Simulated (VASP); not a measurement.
# Zn: single point with PBE

Crystal: Zn.

```
CELL_PARAMETERS angstrom
2.68833 0.00000 0.00000
-1.34417 2.32816 0.00000
0.00000 0.00000 4.78788
ATOMIC_POSITIONS crystal
Zn 0.33333 0.66667 0.25000
Zn 0.66667 0.33333 0.75000
```

| Property | Result |
| --- | --- |
| Program | VASP 6.6.1 |
| Task | single point |
| Functional | PBE |
| Potentials or basis | VASP PAW PBE potentials, release 64 (Zn) |
| Cutoff | 520 eV |
| k mesh | 17 × 17 × 9 |
| Occupations | fermi-dirac, width 0.05 eV |
| Spin | no spin polarisation |

```yaml
Pressure: 0.4 GPa
Band_gap_on_the_k_mesh: zero (band 12 reaches 4.42 eV, above the bottom of band 13 at 0.68 eV)
```

Stress tensor (GPa, compression positive):
```
0.40 0.00 0.00
0.00 0.40 0.00
0.00 0.00 0.25
```

Levels at points of the mesh, in eV from the Fermi level:
| k point | band 10 | band 11 | band 12 | band 13 | band 14 | band 15 |
| --- | --- | --- | --- | --- | --- | --- |
| (0.00, 0.00, 0.00) | -7.18 | -7.18 | -3.57 | -2.60 | 15.14 | 16.70 |

Wall time 28 s on 1 thread of Intel(R) Xeon(R) 6975P-C (Granite Rapids), with other jobs on the host, peak memory 0.19 GiB.
